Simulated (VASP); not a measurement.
# Si2Mo (I4/mmm) in VASP: further runs

The runs below take Si2Mo through single point, with PBE.

All numbers are computed with VASP 6.6.1; they aren't measurements. Logs are shortened: lines on timing, memory, paths and dates and some standing lists are left out, and cuts for length are marked.

**1. The cell of the first run**

It takes space group I4/mmm (No. 139, tetragonal). The conventional cell has a = 3.134 Å, b = 3.134 Å, c = 7.688 Å, α = 90.00°, β = 90.00°, γ = 90.00°. Within 3.4 Å of Si (site symmetry 4mm) lie 9 Si at 2.56 to 3.13 Å and 5 Mo at 2.56 Å. Within 3.4 Å of Mo (site symmetry 4/mmm) lie 10 Si at 2.56 Å and 4 Mo at 3.13 Å.

**2. Single point, PBE (W replaced by Mo, lengths x 0.988, strained)**

File INCAR:

```
SYSTEM = Si2Mo
PREC = Accurate ; ENCUT = 520
EDIFF = 1E-6 ; ISMEAR = 0
SIGMA = 0.1 ; LREAL = .False.
LASPH = .True. ; NELM = 100
ALGO = Normal ; ISIF = 2
LWAVE = .False. ; LCHARG = .False.
GGA = PE ; NBANDS = 18
```

File KPOINTS:

```
regular mesh
0
Gamma
  8 8 8
  0 0 0
```

File POSCAR:

```
Si2Mo
1.0
   -1.5667828853      1.5667828853      3.8437886475
    1.5667828853     -1.5667828853      3.8437886475
    1.5667828853      1.5667828853     -3.8437886475
Si Mo
2 1
Direct
    0.3330000000      0.3330000000      0.0000000000
    0.6670000000      0.6670000000      0.0000000000
    0.0000000000      0.0000000000      0.0000000000
```

Potentials or basis: VASP PAW PBE potentials, release 64 (Si, Mo_sv).

Command:

```
> cat potpaw_PBE.64/Si/POTCAR potpaw_PBE.64/Mo_sv/POTCAR > POTCAR
> mpirun -np 1 vasp_std > vasp.out
```

OUTCAR:

```text
SYSTEM = Si2Mo
   PREC = Accurate
   ENCUT = 520
   EDIFF = 1E-6
   ISMEAR = 0
   LREAL = .False.
   LASPH = .True.
   NELM = 100
   ISIF = 2
   GGA = PE

 ion  position               nearest neighbor table
   1  0.333  0.333  0.000-   2 2.56   2 2.56   2 2.56   2 2.56   3 2.56   3 2.56   3 2.56   3 2.56
                             3 2.56   2 2.57
   2  0.667  0.667  0.000-   1 2.56   1 2.56   1 2.56   1 2.56   3 2.56   3 2.56   3 2.56   3 2.56
                             3 2.56   1 2.57
   3  0.000  0.000  0.000-   1 2.56   2 2.56   2 2.56   1 2.56   2 2.56   2 2.56   2 2.56   1 2.56
                             1 2.56   1 2.56

  LATTYP: Found a body centered tetragonal cell.
 ALAT       =     3.1335657706
 C/A-ratio  =     2.4533001245

  Lattice vectors:

 A1 = (  -1.5667828853,   1.5667828853,   3.8437886475)
 A2 = (   1.5667828853,  -1.5667828853,   3.8437886475)
 A3 = (   1.5667828853,   1.5667828853,  -3.8437886475)

Analysis of symmetry for initial positions (statically):
=====================================================================
 Subroutine PRICEL returns:
 Original cell was already a primitive cell.

 Routine SETGRP: Setting up the symmetry group for a
 body centered tetragonal supercell.

 Subroutine GETGRP returns: Found 16 space group operations
 (whereof 16 operations were pure point group operations)
 out of a pool of 16 trial point group operations.

The static configuration has the point symmetry D_4h.

Analysis of symmetry for dynamics (positions and initial velocities):
=====================================================================
 Subroutine PRICEL returns:
 Original cell was already a primitive cell.

 Routine SETGRP: Setting up the symmetry group for a
 body centered tetragonal supercell.

 Subroutine GETGRP returns: Found 16 space group operations
 (whereof 16 operations were pure point group operations)
 out of a pool of 16 trial point group operations.

The dynamic configuration has the point symmetry D_4h.

 Subroutine INISYM returns: Found 16 space group operations
 (whereof 16 operations are pure point group operations),
 and found     1 'primitive' translations

----------------------------------------------------------------------------------------

                                     Primitive cell

  volume of cell :      37.7431

  direct lattice vectors                    reciprocal lattice vectors
    -1.566782885  1.566782885  3.843788647     0.000000000  0.319125263  0.130079993
     1.566782885 -1.566782885  3.843788647     0.319125263  0.000000000  0.130079993
     1.566782885  1.566782885 -3.843788647     0.319125263  0.319125263  0.000000000
[... 90 lines left out ...]
   IBRION =     -1    ionic relax: 0-MD 1-quasi-New 2-CG
   NFREE  =      0    steps in history (QN), initial steepest desc. (CG)
   ISIF   =      2    stress and relaxation
   ISYM   =      2    0-nonsym 1-usesym 2-fastsym
   POTIM  = 0.5000    time-step for ionic-motion
   TEBEG  =    0.0;   TEEND  =   0.0 temperature during run
   PSTRESS=    0.0 pullay stress
   NELECT =      22.0000    total number of electrons
   NUPDOWN=      -1.0000    fix difference up-down
   EMIN   =  10.00;   EMAX   =-10.00  energy-range for DOS
   EFERMI =   0.00;   METHOD = LEGACY
   ISMEAR =     0;   SIGMA  =   0.10  broadening in eV -4-tet -1-fermi 0-gaus
   EFERMI_NEDOS =   21; number of points for ismear=-14 and -15
   IALGO  =     38    algorithm
   IMIX   =      4    mixing-type and parameters
     AMIX     =   0.40;   BMIX     =  1.00
     AMIX_MAG =   1.60;   BMIX_MAG =  1.00
  volume/ion in A,a.u.               =      12.58        84.90
  Fermi-wavevector in a.u.,A,eV,Ry     =   1.367529  2.584256 25.444755  1.870137
  Thomas-Fermi vector in A             =   2.493574
   LORBIT       =      0    0 simple, 1 ext, 2 COOP (PROOUT), +10 PAW based schemes
   GGA     = PE    functional components
   LHFCALC =     F    Hartree Fock is set to
   AEXX    =    0.0000 exact exchange contribution
   IVDW    =     0    specifies the selected vdW correction
   LEPSILON=     F    determine dielectric tensor
   LRPA    =     F    only Hartree local field effects (RPA)
 non-spin polarized calculation
 Gauss-broadening in eV      SIGMA  =   0.10
  energy-cutoff  :      520.00
  volume of cell :       37.74
 maximum number of plane-waves:      1034
 NGX is ok and might be reduce to    36
   NGX = 17   NGY = 17   NGZ = 17

 number of electron      22.0000000 magnetization

 Free energy of the ion-electron system (eV)
  ---------------------------------------------------
  ext. energy  EPLUGINS =         0.00000000
  ---------------------------------------------------
  free energy    TOTEN  =       -23.09771210 eV

  energy without entropy =      -23.09696032  energy(sigma->0) =      -23.09733621

 E-fermi :  13.1772     XC(G=0): -12.7355

 val. band max:       12.9875741352   @ k =  -0.2500  -0.3750   0.2500
 cond. band min:      13.2235419818   @ k =  -0.3750   0.5000   0.3750
 fundamental gap:      0.2359678467
 Fermi energy:        13.1771711577

 k-point     1 :       0.0000    0.0000    0.0000
  band No.  band energies     occupation
      1     -47.3887      2.00000
      2     -21.6064      2.00000
      3     -21.4634      2.00000
      4     -21.4634      2.00000
      5      -0.7096      2.00000
      6       6.5080      2.00000
[... 481 lines left out ...]
      5       3.7256      2.00000
      6       4.1290      2.00000
[... 10 lines left out ...]
     17      20.4730      0.00000
     18      22.0701      0.00000

 [... further k-points ...]

------------------------ aborting loop because EDIFF is reached ----------------------------------------

  FORCE on cell =-STRESS in cart. coord.  units (eV):
  Direction    XX          YY          ZZ          XY          YZ          ZX
  --------------------------------------------------------------------------------------
  -------------------------------------------------------------------------------------
  Total        4.2937361      4.2937361      4.5439379      0.0000000      0.0000000      0.0000000
  in kB      182.2673176    182.2673176    192.8882795      0.0000000      0.0000000      0.0000000
  external PRESSURE =     185.8076383 kB  Pullay stress =       0.0000000 kB

 VOLUME and BASIS-vectors are now :
 -----------------------------------------------------------------------------
  energy-cutoff  :      520.00
  volume of cell :       37.74
      direct lattice vectors                 reciprocal lattice vectors
    -1.566782885  1.566782885  3.843788647     0.000000000  0.319125263  0.130079993
     1.566782885 -1.566782885  3.843788647     0.319125263  0.000000000  0.130079993
     1.566782885  1.566782885 -3.843788647     0.319125263  0.319125263  0.000000000

 POSITION                                       TOTAL-FORCE (eV/Angst)
 -----------------------------------------------------------------------------------
      0.00000      0.00000      2.55996        -0.000000     -0.000000      0.212230
      0.00000      0.00000      5.12761         0.000000      0.000000     -0.212230
      0.00000      0.00000      0.00000        -0.000000     -0.000000     -0.000000
 -----------------------------------------------------------------------------------
    total drift:                                0.000000      0.000000     -0.000000

  FREE ENERGIE OF THE ION-ELECTRON SYSTEM (eV)
  ---------------------------------------------------
  free  energy   TOTEN  =       -23.0977121019 eV

  energy  without entropy=      -23.0969603249  energy(sigma->0) =      -23.09733621
```

OSZICAR:

```text
N       E                     dE             d eps       ncg     rms          rms(c)
DAV:   1     0.120499277709E+03    0.12050E+03   -0.11419E+04  2124   0.117E+03
DAV:   2    -0.207771140738E+02   -0.14128E+03   -0.13819E+03  2520   0.302E+02
DAV:   3    -0.239312121198E+02   -0.31541E+01   -0.31241E+01  2592   0.395E+01
DAV:   4    -0.239502382643E+02   -0.19026E-01   -0.19014E-01  2486   0.321E+00
DAV:   5    -0.239503599504E+02   -0.12169E-03   -0.12168E-03  2496   0.273E-01    0.248E+01
DAV:   6    -0.232278606493E+02    0.72250E+00   -0.49046E+00  2252   0.150E+01    0.595E+00
DAV:   7    -0.231288266131E+02    0.99034E-01   -0.63460E-01  2212   0.495E+00    0.514E+00
DAV:   8    -0.230982912265E+02    0.30535E-01   -0.78981E-02  2270   0.217E+00    0.428E-01
DAV:   9    -0.230977714493E+02    0.51978E-03   -0.14788E-03  2506   0.320E-01    0.232E-01
DAV:  10    -0.230977209971E+02    0.50452E-04   -0.38934E-04  2388   0.167E-01    0.522E-02
DAV:  11    -0.230977131460E+02    0.78512E-05   -0.91627E-05  2362   0.716E-02    0.265E-02
DAV:  12    -0.230977129524E+02    0.19354E-06   -0.11483E-05  2268   0.238E-02    0.894E-03
DAV:  13    -0.230977121019E+02    0.85049E-06   -0.13500E-06  1266   0.976E-03
   1 F= -.23097712E+02 E0= -.23097336E+02  d E =-.751777E-03
```

Run time: 21 s. Hardware: 1 thread of Intel Xeon 6975P-C (Granite Rapids), shared host; peak memory 0.22 GiB.

What came out:

```
Free energy            : -23.0977 eV
Pressure               : 18.6 GPa
Largest force          : 0.212 eV/Å
Band gap on the k mesh : zero (bands 11 and 12 overlap by 1.10 eV)
```

Forces on the atoms (eV/Å):
```
Si   0.000  0.000  0.212
Si   0.000  0.000 -0.212
Mo   0.000  0.000  0.000
```

Stress tensor (GPa, compression positive):
```
18.23  0.00  0.00
 0.00 18.23  0.00
 0.00  0.00 19.29
```

Caveat: the cell differs from its parent crystal (W replaced by Mo, lengths x 0.988, strained); the cell stands under pressure.

**3. Single point, PBE (W replaced by Mo, lengths x 0.988, strained)**

File INCAR:

```
SYSTEM = Si2Mo
PREC = Accurate
ENCUT = 520
EDIFF = 1E-7
ISMEAR = 0
SIGMA = 0.1
LREAL = .False.
LASPH = .True.
NELM = 100
ALGO = Normal
ISIF = 2
LWAVE = .False.
LCHARG = .True.
GGA = PE
LELF = .True.
LVHAR = .True.
NBANDS = 18
```

File KPOINTS:

```
Automatic mesh
0
Gamma
  18 18 18
  0 0 0
```

POSCAR is that of step 2.

Potentials or basis: VASP PAW PBE potentials, release 64 (Si, Mo_sv).

Command:

```
> cat potpaw_PBE.64/Si/POTCAR potpaw_PBE.64/Mo_sv/POTCAR > POTCAR
> mpirun -np 1 vasp_std > vasp.out
```

OUTCAR:

```text
SYSTEM = Si2Mo
   PREC = Accurate
   ENCUT = 520
   EDIFF = 1E-7
   ISMEAR = 0
   LREAL = .False.
   LASPH = .True.
   NELM = 100
   ISIF = 2
   GGA = PE

 ion  position               nearest neighbor table
   1  0.333  0.333  0.000-   2 2.56   2 2.56   2 2.56   2 2.56   3 2.56   3 2.56   3 2.56   3 2.56
                             3 2.56   2 2.57
   2  0.667  0.667  0.000-   1 2.56   1 2.56   1 2.56   1 2.56   3 2.56   3 2.56   3 2.56   3 2.56
                             3 2.56   1 2.57
   3  0.000  0.000  0.000-   1 2.56   2 2.56   2 2.56   1 2.56   2 2.56   2 2.56   2 2.56   1 2.56
                             1 2.56   1 2.56

  LATTYP: Found a body centered tetragonal cell.
[... 703 lines left out ...]
  --------------------------------------------------------------------------------------
  -------------------------------------------------------------------------------------
  Total        4.2644777      4.2644777      4.6120303      0.0000000     -0.0000000      0.0000000
  in kB      181.0253124    181.0253124    195.7787756      0.0000000     -0.0000000      0.0000000
  external PRESSURE =     185.9431334 kB  Pullay stress =       0.0000000 kB

 VOLUME and BASIS-vectors are now :
 -----------------------------------------------------------------------------
  energy-cutoff  :      520.00
  volume of cell :       37.74
      direct lattice vectors                 reciprocal lattice vectors
    -1.566782885  1.566782885  3.843788647     0.000000000  0.319125263  0.130079993
     1.566782885 -1.566782885  3.843788647     0.319125263  0.000000000  0.130079993
     1.566782885  1.566782885 -3.843788647     0.319125263  0.319125263  0.000000000

 POSITION                                       TOTAL-FORCE (eV/Angst)
 -----------------------------------------------------------------------------------
      0.00000      0.00000      2.55996        -0.000000     -0.000000      0.172084
      0.00000      0.00000      5.12761         0.000000      0.000000     -0.172084
      0.00000      0.00000      0.00000        -0.000000     -0.000000      0.000000
 -----------------------------------------------------------------------------------
    total drift:                                0.000000      0.000000     -0.000000

  FREE ENERGIE OF THE ION-ELECTRON SYSTEM (eV)
  ---------------------------------------------------
  free  energy   TOTEN  =       -23.0957863951 eV

  energy  without entropy=      -23.0947108228  energy(sigma->0) =      -23.09524861
```

Wall time 2.9 min (1 thread of Intel Xeon 6975P-C (Granite Rapids), shared host); peak memory 0.44 GiB.

What came out:

* Free energy: -23.0958 eV
* Pressure: 18.6 GPa
* Largest force: 0.172 eV/Å
* Band gap on the k mesh: zero (bands 11 and 12 overlap by 1.08 eV)

Forces on the atoms (eV/Å):
```
Si   0.000  0.000  0.172
Si   0.000  0.000 -0.172
Mo   0.000  0.000  0.000
```

Levels at points of the mesh, in eV from the Fermi level:
```tsv
k point	band 9	band 10	band 11	band 12	band 13	band 14
(0.00, 0.00, 0.00)	-2.84	-2.84	0.45	2.88	3.50	3.83
(0.50, 0.00, 0.00)	-2.83	-2.70	-0.60	2.51	3.14	4.44
(0.50, 0.50, 0.00)	-4.73	-3.31	-1.12	2.57	3.03	3.30
(0.50, 0.50, 0.50)	-0.63	-0.63	-0.51	-0.51	0.60	4.93
```

Caveat: the cell differs from its parent crystal (W replaced by Mo, lengths x 0.988, strained); the cell stands under pressure.
